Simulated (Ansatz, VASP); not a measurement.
**One calculation of MgO, two programs**

```
Mg O
1.0
     0.00000    2.08044    2.08044
     2.08044    0.00000    2.08044
     2.08044    2.08044    0.00000
Mg O
1 1
Direct
  0.00000 0.00000 0.00000
  0.50000 0.50000 0.50000
```

Alike in both runs: functional LDA; k mesh 8 × 8 × 8; occupations gaussian, width 0.02 eV; no spin polarisation.

Ansatz relaxed the structure, and its values are those at the end. VASP's run is a single point on that final structure, the one shown.

|  | VASP | Ansatz |
| --- | --- | --- |
| version | VASP 6.6.1 | Ansatz 0.2.0 |
| potentials or method | VASP PAW LDA potentials, release 64 (Mg, O), cutoff 600 eV | scalar-relativistic, plane waves, PAW |
| valence electrons in the cell | 8 | 16 |

VASP gave:

```
gap on the k mesh at the Fermi level (eV) : 5.02
least direct gap on the mesh (eV)         : 5.02
pressure (GPa)                            : -2.2
```

Problem. Which values does Ansatz return?

Solution. gap on the k mesh at the Fermi level (eV): 5.03; least direct gap on the mesh (eV): 5.03; pressure (GPa): 0.0.

Ansatz warns that its potentials were made for another functional, while VASP's fit it. LDA's correlation is that of Perdew and Zunger in VASP and of Perdew and Wang (1992) in Ansatz. VASP's potentials hold 8 valence electrons a cell and Ansatz's 16, so a difference there can come from the potentials and not from the codes.
